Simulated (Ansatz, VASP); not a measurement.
Two plane-wave programs on NaSrBr3

```
Na Sr Br
1.0
     5.92768    0.00000    0.00000
     0.00000    5.92768    0.00000
     0.00000    0.00000    5.83876
Na Sr Br
1 1 3
Direct
  0.00000 0.00000 0.00000
  0.50000 0.50000 0.50000
  0.50000 0.50000 0.00000
  0.50000 0.00000 0.50000
  0.00000 0.50000 0.50000
```

Change from the starting cell: uniaxial_z strain -1.5%.

Alike in both runs: task single point; functional PBE; k mesh 4 × 4 × 4; occupations fermi-dirac, width 0.02 eV; no spin polarisation.

|  | VASP | Ansatz |
| --- | --- | --- |
| version | VASP 6.6.1 | Ansatz 0.2.0 |
| potentials or method | VASP PAW PBE potentials, release 64 (Na_pv, Sr_sv, Br) | plane waves, PAW |
| plane-wave cutoff (eV) | 520 | 420 |
| valence electrons in the cell | 38 | 40 |

Ansatz gave:

| Item | Value |
| --- | --- |
| gap on the k mesh at the Fermi level (eV) | 2.98 |
| pressure (GPa) | 0.6 |
| traceless stress, the component that is largest in VASP (GPa) | 0.43 |

Problem. Estimate VASP's values.

Solution. gap on the k mesh at the Fermi level (eV): 2.97; pressure (GPa): 0.7; traceless stress, the component that is largest in VASP (GPa): 0.43.

VASP's potentials hold 38 valence electrons a cell and Ansatz's 40, so a difference there can come from the potentials and not from the codes.
